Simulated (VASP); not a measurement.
InP: single point with r2SCAN

InP:

```xyz
2
Lattice="0.0000 2.6330 2.6330 2.6330 0.0000 2.6330 2.6330 2.6330 0.0000" Properties=species:S:1:pos:R:3 pbc="T T T"
In    0.0000    0.0000    0.0000
P     2.6330    2.6330    2.6330
```

- Program: VASP 6.6.1
- Task: single point
- Functional: r2SCAN
- Potentials or basis: VASP PAW PBE potentials, release 64 (In_d, P)
- Cutoff: 520 eV
- k mesh: 14 × 14 × 14
- Occupations: gaussian, width 0.05 eV
- Spin: no spin polarisation
- Dipole correction: no
- Further INCAR settings: ALGO = Normal; EDIFF = 1e-07; NBANDS = 16

The pressure is 14.6 GPa. The band gap on the k mesh is zero (bands 9 and 10 overlap by 2.50 eV).

Levels at points of the mesh, in eV from the Fermi level:
| k point | band 5 | band 6 | band 7 | band 8 | band 9 | band 10 | band 11 | band 12 | band 13 | band 14 |
| --- | --- | --- | --- | --- | --- | --- | --- | --- | --- | --- |
| (0.00, 0.00, 0.00) | -14.96 | -13.78 | -0.45 | -0.45 | -0.45 | 2.46 | 7.54 | 7.54 | 7.54 | 10.12 |
| (0.50, 0.00, 0.00) | -14.82 | -11.12 | -7.69 | 0.18 | 0.18 | 3.04 | 3.65 | 3.65 | 7.01 | 12.17 |
| (0.50, 0.50, 0.00) | -14.77 | -9.35 | -6.14 | -2.99 | -2.99 | -2.14 | 3.88 | 12.06 | 12.06 | 12.46 |

Wall time 2.3 min on 1 thread of Intel(R) Xeon(R) 6975P-C (Granite Rapids), on a shared host, peak memory 0.2 GiB.

Caveat: the cell stands under pressure; the PAW data sets were made with another functional, which shifts forces and pressure a little; spin-orbit coupling is left out, which moves the levels of the heavy elements.
